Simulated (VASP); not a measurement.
Runs of VASP 6.6.1 on Sc. The structure is that of space group Fm-3m (No. 225), or close to it. The cells are those of the table. This isn't the form of Sc at room conditions, which is hcp.

```csv
cell,gap on the mesh (eV),pressure (GPa),moment (μB)
"a = 3.353 Å, angles 60.0°, 1 atom",none,-3.5,0.00
"a = 3.311 Å, angles 60.0°, 1 atom",none,-1.9,0.00
"a = 3.394 Å, angles 60.0°, 1 atom",none,(a),0.00
"a = 3.224 Å, angles 60.0°, 1 atom",none,2.2,0.00
"a = 3.131 Å, angles 60.0°, 1 atom",none,(b),0.00
```

Alike in all rows: task single point; level PBE; potentials or basis VASP PAW PBE potentials, release 64 (Sc_sv); spin collinear; k mesh 13 × 13 × 13; cutoff (eV) 520; smearing fermi-dirac 0.05 eV.

Problem. Fill in the values left out.

Solution. (a) -4.8; (b) 8.0.

Caveats: the cell stands under tension (at least some runs); the cell stands under pressure (at least some runs).

A gap of «none» marks levels without a gap at the run's occupations.
